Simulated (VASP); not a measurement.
RbHg:

```
Rb Hg
1.0
     0.00000    4.10052    4.10052
     4.10052    0.00000    4.10052
     4.10052    4.10052    0.00000
Rb Hg
2 2
Direct
  0.50000 0.50000 0.50000
  0.75000 0.75000 0.75000
  0.00000 0.00000 0.00000
  0.25000 0.25000 0.25000
```

- Program: VASP 6.6.1
- Task: relaxation of cell and atoms
- Functional: PBE
- Potentials or basis: VASP PAW PBE potentials, release 64 (Rb_sv, Hg)
- Cutoff: 600 eV
- k mesh: 10 × 10 × 10
- Occupations: gaussian, width 0.1 eV
- Spin: no spin polarisation

At the start: pressure 2.3 GPa; volume 34.47 Å³/atom.

**Question.** Where does the relaxation end?

**Answer.** Over 5 steps the energy falls by 49.1 meV/atom and the volume is 43.10 Å³/atom (+25.0 %); space group Fd-3m (No. 227, to 0.05 Å).

Step by step:
```csv
step,energy change (eV),largest force (eV/Å),pressure (GPa),volume (Å³)
1,0.0000,0.0000,2.32,137.89
2,-0.1125,0.0000,1.29,148.08
3,-0.1885,0.0000,0.33,164.05
4,-0.1962,0.0000,0.06,170.58
5,-0.1965,0.0000,0.00,172.38
```

Final structure:
```
CELL_PARAMETERS angstrom
0.00000 4.41729 4.41729
4.41729 0.00000 4.41729
4.41729 4.41729 0.00000
ATOMIC_POSITIONS crystal
Rb 0.50000 0.50000 0.50000
Rb 0.75000 0.75000 0.75000
Hg 0.00000 0.00000 0.00000
Hg 0.25000 0.25000 0.25000
```

Caveat: the volume moved by over 15 % at a fixed basis, so the end points are rough.
